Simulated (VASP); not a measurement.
A run of VASP 6.6.1 is set up as follows.

INCAR

```
SYSTEM = AgCl
PREC = Accurate
ENCUT = 520
EDIFF = 1E-6
ISMEAR = 0
SIGMA = 0.01
LREAL = .False.
LASPH = .True.
NELM = 60
ALGO = Normal
ISIF = 2
LWAVE = .False.
LCHARG = .False.
GGA = PE
IBRION = 2
NSW = 60
EDIFFG = -0.01
```

File KPOINTS:

```
Automatic mesh
0
Gamma
  4 4 4
  0 0 0
```

The input POSCAR:

```
AgCl
1.0
    0.0000000000      2.7350000000      2.7350000000
    2.7350000000      0.0000000000      2.7350000000
    2.7350000000      2.7350000000      0.0000000000
Ag Cl
1 1
Direct
    0.0000000000      0.0000000000      0.0000000000
    0.5000000000      0.5000000000      0.5366000000
```

Potentials or basis: VASP PAW PBE potentials, release 64 (Ag, Cl).

The run is started by

```sh
$ cat potpaw_PBE.64/Ag/POTCAR potpaw_PBE.64/Cl/POTCAR > POTCAR
$ mpirun -np 1 vasp_std > vasp.out
```

Problem. What does it give for the energy gained by relaxing?

Solution. 7.6 meV/atom.

Problem. What does it give for the band gap on the k mesh?

Solution. 0.90 eV, indirect (least direct gap 3.39 eV).

Final structure:
```xyz
2
Lattice="0.0000 2.7350 2.7350 2.7350 0.0000 2.7350 2.7350 2.7350 0.0000" Properties=species:S:1:pos:R:3 pbc="T T T"
Ag    0.0500    0.0500    0.0000
Cl    2.7851    2.7851    2.7350
```

Caveat: the k points lie up to 0.50 Å⁻¹ apart. A k mesh can miss the band edges.
